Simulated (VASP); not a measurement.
# Ta3H in VASP: a series of runs, part 2 of 2

VASP 6.6.1. The steps go on from the part before.

## (3) Single point, PBE, collinear spin, ferromagnetic start

The input, INCAR:

```
SYSTEM = Ta3H
PREC     = Accurate       ! precision mode
ENCUT    = 520            ! plane-wave cutoff, eV
EDIFF    = 1E-6           ! SCF threshold, eV
ISMEAR   = 0              ! smearing method
SIGMA    = 0.1            ! smearing width, eV
LREAL    = .False.        ! projectors in reciprocal space
LASPH    = .True.         ! aspherical terms in the spheres
NELM     = 150            ! most SCF steps
ALGO     = Normal         ! electronic algorithm
ISIF     = 2              ! what is computed and relaxed
LWAVE    = .False.        ! write WAVECAR
LCHARG   = .True.         ! write CHGCAR
ISPIN    = 2              ! spin polarisation
MAGMOM   = 0 0 0 1        ! initial moments
LORBIT   = 11             ! projections on sites
LMAXMIX  = 4              ! l up to which the mixer works
LDIPOL   = .True.       
IDIPOL   = 3            
DIPOL    = 0.5 0.5 0.334
GGA      = PE             ! functional
LELF     = .True.         ! ELF
LVHAR    = .True.       
LVACPOTAV= .True.       
NBANDS   = 29             ! bands
```

The input, KPOINTS:

```
Automatic mesh
0
Gamma
  10 10 1
  0 0 0
```

The input, POSCAR:

```
Ta3H
1.0
    2.8743098520      0.0000000000      0.0000000000
   -0.9581032840      2.7099253168      0.0000000000
    0.0000000000      0.0000000000     21.5266897253
Ta H
3 1
Direct
    0.5000000000      0.5000000000      0.1858158431
    0.0000000000      0.0000000000      0.2909732295
    0.5000000000      0.5000000000      0.3960985100
    0.6666666667      0.6666666667      0.4625276739
```

Potentials or basis: VASP PAW PBE potentials, release 64 (Ta_pv, H).

Command:

```bash
> cat potpaw_PBE.64/Ta_pv/POTCAR potpaw_PBE.64/H/POTCAR > POTCAR
> mpirun -np 1 vasp_std > vasp.out
```

It took 7.5 min on 1 thread of Intel Xeon Platinum 8488C (Sapphire Rapids), shared host; peak memory 0.48 GiB.

The run converged. Its results:

| Property | Result |
| --- | --- |
| Free energy | -35.7599 eV |
| Largest force | 5.350 eV/Å |
| Band gap on the k mesh | zero (filled and empty bands overlap) |
| Net moment | 0.00 μB per cell |
| Valence electrons inside the program's atomic spheres | Ta 8.85, 8.95, 9.05; H 0.64 |

Forces in eV/Å, atoms in the order of the input:
```
Ta   0.005  0.008  0.160
Ta  -0.009 -0.012 -0.774
Ta  -1.463 -2.069 -4.095
H    1.466  2.073  4.709
```

Levels at points of the mesh, in eV from the Fermi level:
Spin up:
| k point | band 13 | band 14 | band 15 | band 16 | band 17 | band 18 | band 19 | band 20 | band 21 | band 22 |
| --- | --- | --- | --- | --- | --- | --- | --- | --- | --- | --- |
| (0.00, 0.00, 0.00) | -3.69 | -1.60 | -0.78 | -0.36 | 0.25 | 0.53 | 0.92 | 1.08 | 2.97 | 3.16 |
| (0.50, 0.00, 0.00) | -2.83 | -1.52 | -1.46 | -0.96 | 0.09 | 0.94 | 1.64 | 3.06 | 3.41 | 3.52 |
| (0.50, 0.50, 0.00) | -3.19 | -2.26 | -1.73 | -0.92 | 1.11 | 1.27 | 2.43 | 2.55 | 3.18 | 4.52 |
Spin down:
| k point | band 13 | band 14 | band 15 | band 16 | band 17 | band 18 | band 19 | band 20 | band 21 | band 22 |
| --- | --- | --- | --- | --- | --- | --- | --- | --- | --- | --- |
| (0.00, 0.00, 0.00) | -3.69 | -1.60 | -0.78 | -0.36 | 0.25 | 0.53 | 0.92 | 1.08 | 2.97 | 3.16 |
| (0.50, 0.00, 0.00) | -2.83 | -1.52 | -1.46 | -0.96 | 0.09 | 0.94 | 1.64 | 3.06 | 3.41 | 3.52 |
| (0.50, 0.50, 0.00) | -3.19 | -2.26 | -1.73 | -0.92 | 1.11 | 1.27 | 2.43 | 2.55 | 3.18 | 4.52 |

Caveat: spin-orbit coupling is left out, which moves the levels of the heavy elements.

## (4) Single point, PBE, collinear spin, ferromagnetic start

The input, INCAR:

```
PREC = Accurate
ENCUT = 520
EDIFF = 1E-6
ISMEAR = 0
SIGMA = 0.1
LREAL = False
LASPH = True
NELM = 150
ALGO = Normal
ISIF = 2
LWAVE = False
LCHARG = False
ISPIN = 2
MAGMOM = 0 0 0 1
LORBIT = 11
LMAXMIX = 4
LDIPOL = True
IDIPOL = 3
DIPOL = 0.5 0.5 0.334
GGA = PE
NBANDS = 29
```

The input, KPOINTS:

```
regular mesh
0
Gamma
  10 10 1
```

Changes to POSCAR since step 3:

```diff
@@ -11,2 +11,2 @@
     0.5000000000      0.5000000000      0.3960985100
-    0.6666666667      0.6666666667      0.4625276739
+    0.8333333333      0.8333333333      0.4625276739
```

Command:

```bash
> cat potpaw_PBE.64/Ta_pv/POTCAR potpaw_PBE.64/H/POTCAR > POTCAR
> mpirun -np 1 vasp_std > vasp.out
```

Wall time 14 min (1 thread of AMD EPYC 7R43 (Zen 3), shared host); peak memory 0.48 GiB.

Results (log left out):

```
Free energy                                           : -36.8112 eV
Largest force                                         : 1.051 eV/Å
Band gap on the k mesh                                : zero (filled and empty bands overlap)
Net moment                                            : 0.00 μB per cell
Valence electrons inside the program's atomic spheres : Ta 8.85, 8.95, 8.90; H 0.53
```

Forces in eV/Å, atoms in the order of the input:
```
Ta  -0.002 -0.003  0.105
Ta  -0.057 -0.081 -0.532
Ta  -0.535 -0.757  0.217
H    0.594  0.840  0.210
```

Levels at points of the mesh, in eV from the Fermi level:
Spin up:
```csv
k point,band 14,band 15,band 16,band 17,band 18,band 19,band 20,band 21
"(0.00, 0.00, 0.00)",-1.56,-0.80,-0.33,0.29,0.59,0.88,1.02,2.87
"(0.50, 0.00, 0.00)",-1.48,-1.42,-0.73,-0.21,1.16,1.99,3.10,3.48
"(0.50, 0.50, 0.00)",-1.73,-1.59,-0.56,0.99,1.33,2.38,2.46,2.89
```
Spin down:
| k point | band 13 | band 14 | band 15 | band 16 | band 17 | band 18 | band 19 | band 20 | band 21 | band 22 |
| --- | --- | --- | --- | --- | --- | --- | --- | --- | --- | --- |
| (0.00, 0.00, 0.00) | -3.13 | -1.56 | -0.80 | -0.33 | 0.29 | 0.59 | 0.88 | 1.02 | 2.87 | 3.10 |
| (0.50, 0.00, 0.00) | -3.02 | -1.48 | -1.42 | -0.73 | -0.21 | 1.16 | 1.99 | 3.10 | 3.48 | 3.57 |
| (0.50, 0.50, 0.00) | -3.28 | -1.73 | -1.59 | -0.56 | 0.99 | 1.33 | 2.38 | 2.46 | 2.89 | 4.47 |

Caveat: spin-orbit coupling is left out, which moves the levels of the heavy elements.

## (5) Single point, PBE, collinear spin, ferromagnetic start

The input, INCAR:

```
PREC = Accurate
ENCUT = 520
EDIFF = 1E-7
ISMEAR = 0
SIGMA = 0.1
LREAL = F
LASPH = T
NELM = 150
ALGO = Normal
ISIF = 2
LWAVE = F
LCHARG = F
ISPIN = 2
MAGMOM = 0 0 0 1
LORBIT = 11
LMAXMIX = 4
LDIPOL = T
IDIPOL = 3
DIPOL = 0.5 0.5 0.338
GGA = PE
NBANDS = 29
```

The input, KPOINTS:

```
Automatic mesh
0
Gamma
  10 10 1
```

Changes to POSCAR since step 4:

```diff
@@ -11,2 +11,2 @@
     0.5000000000      0.5000000000      0.3960985100
-    0.8333333333      0.8333333333      0.4625276739
+    0.8333333333      0.8333333333      0.4797156394
```

Command:

```bash
> cat potpaw_PBE.64/Ta_pv/POTCAR potpaw_PBE.64/H/POTCAR > POTCAR
> mpirun -np 1 vasp_std > vasp.out
```

It took 15 min on 1 thread of AMD EPYC 7R43 (Zen 3), shared host; peak memory 0.46 GiB.

The run converged. Its results:

```yaml
Free_energy: -36.5081 eV
Largest_force: 1.943 eV/Å
Band_gap_on_the_k_mesh: zero (filled and empty bands overlap)
Net_moment: 0.00 μB per cell
Valence_electrons_inside_the_program's_atomic_spheres: Ta 8.85, 8.95, 8.82; H 0.46
```

Forces on the atoms (eV/Å):
```
Ta  -0.002 -0.002  0.098
Ta  -0.052 -0.074 -0.477
Ta  -0.001 -0.001  1.943
H    0.055  0.078 -1.565
```

Levels at points of the mesh, in eV from the Fermi level:
Spin up:
```tsv
k point	band 15	band 16	band 17	band 18	band 19	band 20
(0.00, 0.00, 0.00)	-0.82	-0.33	0.29	0.59	0.91	1.01
(0.50, 0.00, 0.00)	-1.42	-0.76	-0.20	1.11	2.01	3.09
(0.50, 0.50, 0.00)	-1.36	-0.55	1.10	1.25	2.35	2.43
```
Spin down:
```tsv
k point	band 13	band 14	band 15	band 16	band 17	band 18	band 19	band 20	band 21	band 22
(0.00, 0.00, 0.00)	-3.24	-1.57	-0.82	-0.33	0.29	0.59	0.91	1.01	3.06	3.11
(0.50, 0.00, 0.00)	-2.78	-1.48	-1.42	-0.76	-0.20	1.11	2.01	3.09	3.42	3.57
(0.50, 0.50, 0.00)	-3.15	-1.70	-1.36	-0.55	1.10	1.25	2.35	2.43	2.94	4.53
```

Caveat: spin-orbit coupling is left out, which moves the levels of the heavy elements.
